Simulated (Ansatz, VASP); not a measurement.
## One calculation of Li2S, two programs

The input INCAR:

```
SYSTEM = Li2S
  PREC = Accurate
  ENCUT = 520
  EDIFF = 1E-6
  ISMEAR = -1
  SIGMA = 0.02
  LREAL = .False.
  LASPH = .True.
  NELM = 100
  ALGO = Normal
  ISIF = 2
  LWAVE = .False.
  LCHARG = .True.
  GGA = PE
  LELF = .True.
  LVHAR = .True.
  NBANDS = 13
```

The input KPOINTS:

```
regular mesh
0
Gamma
  8 8 8
  0 0 0
```

File POSCAR:

```
Li2S
1.0
    0.0000000000      2.8452942154      2.8452942154
    2.8452942154      0.0000000000      2.8452942154
    2.8452942154      2.8452942154      0.0000000000
S Li
1 2
Direct
    0.0000000000      0.0000000000      0.0000000000
    0.2500000000      0.2500000000      0.2500000000
    0.7500000000      0.7500000000      0.7500000000
```

Input for Ansatz:

```yaml
crystal:
  lattice:
    - [0.0, 2.8452942154, 2.8452942154]
    - [2.8452942154, 0.0, 2.8452942154]
    - [2.8452942154, 2.8452942154, 0.0]
  atoms:
    - { symbol: S, position: [0.0, 0.0, 0.0] }
    - { symbol: Li, position: [0.25, 0.25, 0.25] }
    - { symbol: Li, position: [0.75, 0.75, 0.75] }
kpoints:
  mp_grid: { grid: [8, 8, 8] }
  band_path:
    path:
      - [0.0, 0.0, 0.0]
      - [0.5, 0.0, 0.5]
      - [0.625, 0.25, 0.625]
      - [0.375, 0.375, 0.75]
      - [0.5, 0.5, 0.5]
      - [0.5, 0.25, 0.75]
      - [0.0, 0.5, 0.5]
    npoints: 1
hamiltonian:
  xc: pbe
scf:
  occupations: { method: fermi_dirac, width: 0.02 }
  n_extra_bands: 4
output:
  forces: true
  stress: true
  eigenvalues: true
```

Alike in both runs: task single point; functional PBE; k mesh 8 × 8 × 8; occupations fermi-dirac, width 0.02 eV; no spin polarisation.

|  | VASP | Ansatz |
| --- | --- | --- |
| version | VASP 6.6.1 | Ansatz 0.2.0 |
| potentials or method | VASP PAW PBE potentials, release 64 (S, Li_sv) | plane waves, PAW |
| plane-wave cutoff (eV) | 520 | 420 |
| valence electrons in the cell | 12 | 12 |

```tsv
	VASP	Ansatz	Ansatz less VASP
gap on the k mesh at the Fermi level (eV)	3.39	3.39	+0.003
```

Noted on VASP's run: the cutoff is short for stress, so the pressure is rough.
